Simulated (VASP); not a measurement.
Au, 2 atoms in the cell. It takes space group I4_1/amd (No. 141, tetragonal). The conventional cell has a = 5.033 Å, b = 5.033 Å, c = 2.616 Å, α = 90.00°, β = 90.00°, γ = 90.00°. Within 3.4 Å of Au (site symmetry -4m2) lie 10 Au at 2.60 to 3.19 Å. 

```yaml
Program: VASP 6.6.1
Task: single point
Functional: PBE
Potentials_or_basis: VASP PAW PBE potentials, release 64 (Au)
Cutoff: 520 eV
k_mesh: 17 × 17 × 17
Occupations: fermi-dirac, width 0.1 eV
Spin: no spin polarisation
Dipole_correction: no
Further_INCAR_settings: ALGO = Normal; EDIFF = 1e-07; NBANDS = 18
```

Potentials or basis: VASP PAW PBE potentials, release 64 (Au).

Command:

```console
$ cat potpaw_PBE.64/Au/POTCAR > POTCAR
$ mpirun -np 1 vasp_std > vasp.out
```

Hardware: 1 thread of Intel Xeon 8259CL, on a shared host.

Problem. Estimate the wall time of this run.

Solution. Run time: 5.9 min on 1 thread of Intel Xeon 8259CL, on a shared host, peak memory 0.32 GiB. Counts: scf iterations 12, k points 405.
